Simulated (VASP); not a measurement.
Input of a VASP 6.6.1 run:

File INCAR:

```
ALGO = Normal ; EDIFF = 1E-7
ENCUT = 520 ; GGA = PE
ISIF = 2 ; ISMEAR = -1
LASPH = T ; LCHARG = T
LELF = T ; LREAL = F
LVHAR = T ; LWAVE = F
NBANDS = 26 ; NELM = 80
PREC = Accurate ; SIGMA = 0.05
```

The input KPOINTS:

```
k-points
0
Gamma
  4 3 4
```

File POSCAR:

```
LiMg12
1.0
    6.4200000000      0.0000000000      0.0000000000
   -4.8150000000      8.3398250000      0.0000000000
    0.0000000000      0.0000000000      5.2130400000
Mg Li
12 1
Direct
   -0.1160114685     -0.0789887078     -0.1002806424
    0.1738519413      0.2425375832      0.6237602244
   -0.0166553730      0.3000825557      0.0845579547
    0.1320135086      0.5441280842      0.5340893222
    0.0058088491      0.6699065028      0.0282938554
    0.1671395642      0.8734365529      0.5040383346
    0.4779551775     -0.0076520790     -0.0229869711
    0.6441964380      0.2176133192      0.5273473827
    0.5691772125      0.3640842584      0.0232476636
    0.6600951384      0.5696572770      0.5238501911
    0.4416076080      0.6266442042      0.0189474855
    0.6654144354      0.8989318121      0.4224565704
    0.2011215734      0.1089774666      0.2030680754
```

Potentials or basis: VASP PAW PBE potentials, release 64 (Mg, Li_sv).

Launch:

```sh
$ cat potpaw_PBE.64/Mg/POTCAR potpaw_PBE.64/Li_sv/POTCAR > POTCAR
$ mpirun -np 1 vasp_std > vasp.out
```

Question: Predict the largest force.

Answer: 0.005 eV/Å.

Question: Estimate the band gap on the k mesh.

Answer: Zero (an odd number of electrons rules out a gap without spin polarisation).

Forces on the atoms (eV/Å):
```
Mg  -0.001 -0.001 -0.001
Mg   0.001 -0.001  0.003
Mg  -0.003  0.001  0.001
Mg   0.000  0.001 -0.001
Mg   0.002  0.001  0.000
Mg   0.002  0.000  0.000
Mg   0.003  0.000  0.001
Mg  -0.002  0.000 -0.002
Mg   0.002  0.003 -0.002
Mg  -0.003 -0.002 -0.001
Mg   0.000 -0.003  0.002
Mg  -0.003 -0.003 -0.002
Li   0.001  0.003  0.002
```
